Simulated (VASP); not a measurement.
## CoSn2: single point with PBEsol

The system is CoSn2.

```
Co Sn
1.0
     6.24959    0.00000    0.00000
     0.00000    6.24959    0.00000
     0.00000    0.00000    5.50547
Co Sn
4 8
Direct
  0.00000 0.00000 0.25000
  0.00000 0.00000 0.75000
  0.50000 0.50000 0.75000
  0.50000 0.50000 0.25000
  0.16698 0.66698 0.00000
  0.33302 0.16698 0.00000
  0.33302 0.83302 0.50000
  0.16698 0.33302 0.50000
  0.66698 0.16698 0.50000
  0.83302 0.66698 0.50000
  0.83302 0.33302 0.00000
  0.66698 0.83302 0.00000
```

This cell differs from its parent crystal: uniaxial strain along c: +2.0 %, then relaxed in part.

| Property | Result |
| --- | --- |
| Program | VASP 6.6.1 |
| Task | single point |
| Functional | PBEsol |
| Potentials or basis | VASP PAW PBE potentials, release 64 (Co, Sn_d) |
| Cutoff | 520 eV |
| k mesh | 6 × 6 × 8 |
| Occupations | gaussian, width 0.1 eV |
| Spin | no spin polarisation |
| Dipole correction | no |
| Further INCAR settings | ALGO = Fast; EDIFF = 1e-07; NBANDS = 86 |

```
Pressure               : -1.0 GPa
Largest force          : 0.005 eV/Å
Band gap on the k mesh : zero (bands 74 and 75 overlap by 1.41 eV)
```

Forces on the atoms (eV/Å):
```
Co   0.000  0.000  0.000
Co   0.000  0.000  0.000
Co   0.000  0.000  0.000
Co   0.000  0.000  0.000
Sn   0.004  0.004  0.000
Sn  -0.004  0.004  0.000
Sn  -0.004 -0.004  0.000
Sn   0.004 -0.004  0.000
Sn   0.004  0.004  0.000
Sn  -0.004  0.004  0.000
Sn  -0.004 -0.004  0.000
Sn   0.004 -0.004  0.000
```

Stress tensor (GPa, compression positive):
```
-0.01  0.00  0.00
 0.00 -0.01  0.00
 0.00  0.00 -3.11
```

Levels at points of the mesh, in eV from the Fermi level:
```tsv
k point	band 71	band 72	band 73	band 74	band 75	band 76	band 77	band 78
(0.00, 0.00, 0.00)	-0.75	-0.63	-0.63	0.13	0.23	0.49	0.49	0.49
(0.50, 0.00, 0.00)	-0.68	-0.68	-0.23	-0.23	-0.07	-0.07	0.39	0.39
(0.50, 0.50, 0.00)	-0.77	-0.77	-0.63	-0.63	0.66	0.66	0.96	0.96
(0.00, 0.00, 0.50)	-0.68	-0.68	-0.29	-0.29	-0.29	-0.29	0.44	0.44
(0.50, 0.00, 0.50)	-0.70	-0.70	0.25	0.25	0.25	0.25	1.83	1.83
(0.50, 0.50, 0.50)	-0.67	-0.67	1.12	1.12	1.12	1.12	1.15	1.15
```

Wall time 31 min on 1 thread of Oxide Virtual Turin-like Processor, with other jobs on the host, peak memory 0.7 GiB.

Caveat: the cell differs from its parent crystal (uniaxial strain along c: +2.0 %, then relaxed in part); the PAW data sets were made with another functional, which shifts forces and pressure a little; spin-orbit coupling is left out, which moves the levels of the heavy elements; the run has no spin polarisation, though such a crystal can be magnetic. Spin polarisation is off, so any magnetic state and its effect on volume and gap are missing.
